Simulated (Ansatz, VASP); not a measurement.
**Two plane-wave programs on Pd**

File INCAR:

```
PREC = Accurate ; ENCUT = 630
EDIFF = 1E-7 ; ISMEAR = -1
SIGMA = 0.1 ; LREAL = False
LASPH = True ; NELM = 120
ALGO = Normal ; ISIF = 3
LWAVE = False ; LCHARG = False
GGA = PS ; IBRION = 2
NSW = 80 ; EDIFFG = -0.01
GGA_COMPAT = False ; NELMIN = 4
```

The input KPOINTS:

```
Automatic mesh
0
Gamma
  12 12 12
```

File POSCAR:

```
Pd
1.0
    2.5140960172      0.0000000000      0.0000000000
    0.0000000000      2.5140960172      0.0000000000
    0.0000000000      0.0000000000      2.5140960172
Pd
1
Direct
    0.0000000000      0.0000000000      0.0000000000
```

Input for Ansatz:

```yaml
crystal:
  lattice:
    - [2.5140960172, 0.0, 0.0]
    - [0.0, 2.5140960172, 0.0]
    - [0.0, 0.0, 2.5140960172]
  atoms:
    - { symbol: Pd, position: [0.0, 0.0, 0.0] }
hamiltonian:
  xc: pbesol
  pseudopotentials:
    kind: paw
    azcp:
      Pd: "pseudopotentials/Pd.paw.azcp"
basis:
  ecutwfc: 420
  fft_grid_basis: typed
kpoints:
  mp_grid: { grid: [12, 12, 12], shift: [0, 0, 0] }
magnetization:
  spin_polarized: false
scf:
  occupations: { method: fermi_dirac, width: 0.1 }
relax:
  max_steps: 60
  f_tol: 0.01
  cell: {}
```

Alike in both runs: task relaxation of cell and atoms; functional PBEsol; k mesh 12 × 12 × 12; occupations fermi-dirac, width 0.1 eV; no spin polarisation.

```csv
,VASP,Ansatz
version,VASP 6.6.1,Ansatz 0.2.0
potentials or method,"VASP PAW PBE potentials, release 64 (Pd_sv_GW), cutoff 630 eV","plane waves (420 eV) with PAW, scalar-relativistic"
valence electrons in the cell,18,18
```

VASP gave:

```
relaxed volume (Å³/atom)                                                      : 16.83
relaxed length of the cell vector where the two differ most in proportion (Å) : 2.563
```

Q: Estimate Ansatz's values.

A: Relaxed volume (Å³/atom): 16.91; relaxed length of the cell vector where the two differ most in proportion (Å): 2.567.

VASP's potentials were made for PBE, not for PBEsol, and Ansatz warns of the same on its side.
